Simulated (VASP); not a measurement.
# Se (P6/mmm) in VASP: single point with PBE

Aim: the single point of Se with PBE.

All numbers are computed with VASP 6.6.1; they aren't measurements. Logs are shortened: lines on timing, memory, paths and dates and some standing lists are left out, and cuts for length are marked.

### Step 1. The cell of the first run

It takes space group P6/mmm (No. 191, hexagonal). Conventional cell: a = 4.237 Å, b = 4.237 Å, c = 2.436 Å, α = 90.00°, β = 90.00°, γ = 120.00°. Within 3.2 Å of Se (site symmetry 6/mmm) lie 14 Se at 2.44 to 2.73 Å. Se (site symmetry -6m2) has 11 Se at 2.44 to 2.73 Å within 3.2 Å.

This isn't the form of Se at room conditions, which is trigonal, of chains.

### Step 2. Single point, PBE (12.62 Å³/atom)

POSCAR

```
Se
1.0
    4.2365517064      0.0000000000      0.0000000000
   -2.1182758532      3.6689614022      0.0000000000
    0.0000000000      0.0000000000      2.4360978708
Se
3
Direct
    0.0000000000      0.0000000000      0.0000000000
    0.3333333333      0.6666666667      0.5000000000
    0.6666666667      0.3333333333      0.5000000000
```

INCAR.step1

```
PREC = Accurate
ENCUT = 520
EDIFF = 1E-6
ISMEAR = -1
SIGMA = 0.08
LREAL = F
LASPH = T
NELM = 100
ALGO = Normal
ISIF = 2
LWAVE = F
LCHARG = T
GGA = PE
NBANDS = 16
```

KPOINTS.step1

```
regular mesh
0
Gamma
  8 8 11
```

INCAR.step2

```
PREC = Accurate
ENCUT = 520
EDIFF = 1E-6
ISMEAR = -5
SIGMA = 0.08
LREAL = F
LASPH = T
NELM = 100
ALGO = Normal
ISIF = 2
LWAVE = F
LCHARG = F
GGA = PE
LORBIT = 11
NBANDS = 16
NEDOS = 1001
ICHARG = 11
```

KPOINTS.step2

```
regular mesh
0
Gamma
  12 12 17
```

Potentials or basis: VASP PAW PBE potentials, release 64 (Se).

Run with:

```console
$ cat potpaw_PBE.64/Se/POTCAR > POTCAR
$ cp INCAR.step1 INCAR
$ cp KPOINTS.step1 KPOINTS
$ mpirun -np 1 vasp_std > vasp.out
$ cp INCAR.step2 INCAR
$ cp KPOINTS.step2 KPOINTS
$ mpirun -np 1 vasp_std > vasp.out
```

OUTCAR:

```text
PREC = Accurate
   ENCUT = 520
   EDIFF = 1E-6
   ISMEAR = -5
   LREAL = F
   LASPH = T
   NELM = 100
   ISIF = 2
   GGA = PE
   LORBIT = 11
   ICHARG = 11

 ion  position               nearest neighbor table
   1  0.000  0.000  0.000-   2 2.73   3 2.73   2 2.73   3 2.73   3 2.73   3 2.73   2 2.73   2 2.73
                             3 2.73   3 2.73   2 2.73   2 2.73
   2  0.333  0.667  0.500-   3 2.45   3 2.45   3 2.45   1 2.73   1 2.73   1 2.73   1 2.73   1 2.73
                             1 2.73
   3  0.667  0.333  0.500-   2 2.45   2 2.45   2 2.45   1 2.73   1 2.73   1 2.73   1 2.73   1 2.73
                             1 2.73

  LATTYP: Found a hexagonal cell.
 ALAT       =     4.2365517064
 C/A-ratio  =     0.5750190343

  Lattice vectors:

 A1 = (   4.2365517064,   0.0000000000,   0.0000000000)
 A2 = (  -2.1182758532,   3.6689614022,   0.0000000000)
 A3 = (   0.0000000000,   0.0000000000,   2.4360978708)

Analysis of symmetry for initial positions (statically):
=====================================================================
 Subroutine PRICEL returns:
 Original cell was already a primitive cell.

 Routine SETGRP: Setting up the symmetry group for a
 hexagonal supercell.

 Subroutine GETGRP returns: Found 24 space group operations
 (whereof 24 operations were pure point group operations)
 out of a pool of 24 trial point group operations.

The static configuration has the point symmetry D_6h.

Analysis of symmetry for dynamics (positions and initial velocities):
=====================================================================
 Subroutine PRICEL returns:
 Original cell was already a primitive cell.

 Routine SETGRP: Setting up the symmetry group for a
 hexagonal supercell.

 Subroutine GETGRP returns: Found 24 space group operations
 (whereof 24 operations were pure point group operations)
 out of a pool of 24 trial point group operations.

The dynamic configuration has the point symmetry D_6h.

 Subroutine INISYM returns: Found 24 space group operations
 (whereof 24 operations are pure point group operations),
 and found     1 'primitive' translations

----------------------------------------------------------------------------------------

                                     Primitive cell

  volume of cell :      37.8661

  direct lattice vectors                    reciprocal lattice vectors
     4.236551706  0.000000000  0.000000000     0.236041023  0.136278348  0.000000000
    -2.118275853  3.668961402  0.000000000     0.000000000  0.272556697  0.000000000
     0.000000000  0.000000000  2.436097871     0.000000000  0.000000000  0.410492539

  length of vectors
     4.236551706  4.236551706  2.436097871     0.272556697  0.272556697  0.410492539

  position of ions in fractional coordinates (direct lattice)
     0.000000000  0.000000000  0.000000000
     0.333333333  0.666666667  0.500000000
     0.666666667  0.333333333  0.500000000

  ion indices of the primitive-cell ions
   primitive index   ion index
                 1           1
                 2           2
                 3           3

----------------------------------------------------------------------------------------

 KPOINTS: regular mesh

Automatic generation of k-mesh.
 Grid dimensions read from file:
 generate k-points for:   12   12   17

 Generating k-lattice:

  Cartesian coordinates                     Fractional coordinates (reciprocal lattice)
     0.019670085  0.011356529  0.000000000     0.083333333  0.000000000  0.000000000
     0.000000000  0.022713058  0.000000000     0.000000000  0.083333333  0.000000000
     0.000000000  0.000000000  0.024146620     0.000000000  0.000000000  0.058823529

  Length of vectors
     0.022713058  0.022713058  0.024146620

  Shift w.r.t. Gamma in fractional coordinates (k-lattice)
     0.000000000  0.000000000  0.000000000

 TETIRR: Found   2420 inequivalent tetrahedra from    14688

 Subroutine IBZKPT returns following result:
 ===========================================

 Found    171 irreducible k-points:

 Following reciprocal coordinates:
            Coordinates               Weight
  0.000000  0.000000  0.000000      1.000000
  0.083333  0.000000  0.000000      6.000000
  0.166667  0.000000  0.000000      6.000000
  0.250000  0.000000  0.000000      6.000000
  0.333333  0.000000  0.000000      6.000000
  0.416667  0.000000  0.000000      6.000000
[... 16 lines left out ...]
  0.250000  0.000000  0.058824     12.000000
  0.333333  0.000000  0.058824     12.000000
 [... further k-points ...]
   k-points           NKPTS =    171   k-points in BZ     NKDIM =    171   number of bands    NBANDS=     16
   number of dos      NEDOS =   1001   number of ions     NIONS =      3
   total plane-waves  NPLWV =  18432
   dimension x,y,z NGX =    32 NGY =   32 NGZ =   18
   dimension x,y,z NGXF=    64 NGYF=   64 NGZF=   36
   ions per type =               3
   NGX,Y,Z   is equivalent  to a cutoff of  12.56, 12.56, 12.28 a.u.
   NGXF,Y,Z  is equivalent  to a cutoff of  25.11, 25.11, 24.57 a.u.
 SYSTEM =  unknown system
   PREC   = accura    normal or accurate (medium, high low for compatibility)
   ISTART =      0    job   : 0-new  1-cont  2-samecut
   ICHARG =     11    charge: 1-file 2-atom 10-const
   ISPIN  =      1    spin polarized calculation?
   LNONCOLLINEAR =      F non collinear calculations
   LSORBIT =      F    spin-orbit coupling
   LASPH  =      T    aspherical Exc in radial PAW
   ENCUT  =  520.0 eV  38.22 Ry    6.18 a.u.   7.88  7.88  4.53*2*pi/ulx,y,z
   NELM   =    100;   NELMIN=  2; NELMDL=  0     # of ELM steps
   EDIFF  = 0.1E-05   stopping-criterion for ELM
   LREAL  =      F    real-space projection
[... 7 lines left out ...]
   TEBEG  =    0.0;   TEEND  =   0.0 temperature during run
   PSTRESS=    0.0 pullay stress
   NELECT =      18.0000    total number of electrons
   NUPDOWN=      -1.0000    fix difference up-down
   EMIN   =  10.00;   EMAX   =-10.00  energy-range for DOS
   EFERMI =   0.00;   METHOD = LEGACY
   ISMEAR =    -5;   SIGMA  =   0.08  broadening in eV -4-tet -1-fermi 0-gaus
   EFERMI_NEDOS =   21; number of points for ismear=-14 and -15
   IALGO  =     38    algorithm
   IMIX   =      4    mixing-type and parameters
     AMIX     =   0.40;   BMIX     =  1.00
     AMIX_MAG =   1.60;   BMIX_MAG =  1.00
  volume/ion in A,a.u.               =      12.62        85.18
  Fermi-wavevector in a.u.,A,eV,Ry     =   1.277661  2.414429 22.210380  1.632417
  Thomas-Fermi vector in A             =   2.410248
   LORBIT       =     11    0 simple, 1 ext, 2 COOP (PROOUT), +10 PAW based schemes
   GGA     = PE    functional components
   LHFCALC =     F    Hartree Fock is set to
   AEXX    =    0.0000 exact exchange contribution
   IVDW    =     0    specifies the selected vdW correction
   LEPSILON=     F    determine dielectric tensor
   LRPA    =     F    only Hartree local field effects (RPA)
 non-spin polarized calculation
 Fermi weights with tetrahedron method with Bloechl corrections
  energy-cutoff  :      520.00
  volume of cell :       37.87
 maximum number of plane-waves:      1046
 NGX is ok and might be reduce to    32

 number of electron      18.0000000 magnetization

 Free energy of the ion-electron system (eV)
  ---------------------------------------------------
  ext. energy  EPLUGINS =         0.00000000
  ---------------------------------------------------
  free energy    TOTEN  =        -3.59970721 eV

  energy without entropy =       -3.59970721  energy(sigma->0) =       -3.59970721

 E-fermi :  12.8722     XC(G=0): -12.8897

 val. band max:       12.9906236238   @ k =   0.4167   0.0833   0.0588
 cond. band min:      12.7531794641   @ k =   0.2500   0.0000   0.4118
 fundamental gap:     -0.2374441598
 Fermi energy:        12.8721805199

 k-point     1 :       0.0000    0.0000    0.0000
  band No.  band energies     occupation
      1      -9.1539      2.00000
      2      -1.0324      2.00000
      3      -0.9717      2.00000
      4       3.5934      2.00000
      5       3.5935      2.00000
      6       4.0837      2.00000
[... 8 lines left out ...]
     15      26.4181      0.00000
     16      26.4181      0.00000

 k-point     2 :       0.0833    0.0000    0.0000
  band No.  band energies     occupation
      1      -9.0788      2.00000
      2      -1.3366      2.00000
      3      -1.1882      2.00000
      4       2.9661      2.00000
      5       3.3552      2.00000
      6       4.8552      2.00000
[... 8 lines left out ...]
     15      25.8478      0.00000
     16      26.6948      0.00000

 k-point     3 :       0.1667    0.0000    0.0000
  band No.  band energies     occupation
      1      -8.8538      2.00000
      2      -2.2152      2.00000
      3      -1.5823      2.00000
      4       2.2900      2.00000
      5       3.7766      2.00000
      6       5.9626      2.00000
[... 8 lines left out ...]
     15      25.2993      0.00000
     16      27.0819      0.00000

 k-point     4 :       0.2500    0.0000    0.0000
  band No.  band energies     occupation
      1      -8.4796      2.00000
      2      -3.3371      2.00000
      3      -1.9620      2.00000
      4       1.7541      2.00000
      5       4.7162      2.00000
      6       7.2127      2.00000
[... 8 lines left out ...]
     15      24.5058      0.00000
     16      25.7633      0.00000
[... 324 lines left out ...]
 k-point    22 :       0.1667    0.0000    0.0588
  band No.  band energies     occupation
      1      -8.7685      2.00000
      2      -2.1337      2.00000
      3      -1.5034      2.00000
      4       2.3731      2.00000
      5       3.8558      2.00000
      6       6.0422      2.00000
[... 8 lines left out ...]
     15      25.5932      0.00000
     16      26.0702      0.00000

 k-point    23 :       0.2500    0.0000    0.0588
  band No.  band energies     occupation
      1      -8.3944      2.00000
      2      -3.2545      2.00000
      3      -1.8821      2.00000
      4       1.8380      2.00000
      5       4.7926      2.00000
      6       7.2897      2.00000
[... 8 lines left out ...]
     15      24.8336      0.00000
     16      25.7692      0.00000

 k-point    24 :       0.3333    0.0000    0.0588
  band No.  band energies     occupation
      1      -7.8731      2.00000
      2      -4.3877      2.00000
      3      -2.1782      2.00000
      4       1.4529      2.00000
      5       6.0285      2.00000
      6       8.6612      2.00000
[... 8 lines left out ...]
     15      23.9497      0.00000
     16      24.8752      0.00000

 [... further k-points ...]

------------------------ aborting loop because EDIFF is reached ----------------------------------------

  FORCE on cell =-STRESS in cart. coord.  units (eV):
  Direction    XX          YY          ZZ          XY          YZ          ZX
  --------------------------------------------------------------------------------------
  -------------------------------------------------------------------------------------
  Total       24.7069978     24.7069978     25.6261800      0.0000000      0.0000000      0.0000000
  in kB     1045.3944057   1045.3944057   1084.2865458      0.0000000      0.0000000      0.0000000
  external PRESSURE =    1058.3584524 kB  Pullay stress =       0.0000000 kB

 VOLUME and BASIS-vectors are now :
 -----------------------------------------------------------------------------
  energy-cutoff  :      520.00
  volume of cell :       37.87
      direct lattice vectors                 reciprocal lattice vectors
     4.236551706  0.000000000  0.000000000     0.236041023  0.136278348  0.000000000
    -2.118275853  3.668961402  0.000000000     0.000000000  0.272556697  0.000000000
     0.000000000  0.000000000  2.436097871     0.000000000  0.000000000  0.410492539

 POSITION                                       TOTAL-FORCE (eV/Angst)
 -----------------------------------------------------------------------------------
      0.00000      0.00000      0.00000        -0.000000      0.000000      0.000000
     -0.00000      2.44597      1.21805         0.000000     -0.000000      0.000000
      2.11828      1.22299      1.21805        -0.000000      0.000000      0.000000
 -----------------------------------------------------------------------------------
    total drift:                               -0.000000      0.000000      0.000000

  FREE ENERGIE OF THE ION-ELECTRON SYSTEM (eV)
  ---------------------------------------------------
  free  energy   TOTEN  =        -3.5997072125 eV

  energy  without entropy=       -3.5997072125  energy(sigma->0) =       -3.59970721

 total charge

# of ion       s       p       d       tot
------------------------------------------
    1        1.555   2.309   0.180   4.044
    2        1.568   2.224   0.228   4.020
    3        1.568   2.224   0.228   4.020
--------------------------------------------------
tot          4.691   6.758   0.636  12.085
```

It took 50 s on 1 thread of Intel Xeon Platinum 8259CL at 2.50GHz (Skylake/Cascade Lake), shared host; peak memory 0.2 GiB.

What came out:

```
Valence electrons inside the program's atomic spheres : Se 4.04, 4.02 (each value once)
```

Caveat: tetrahedron occupations give inexact forces and stress in metals.
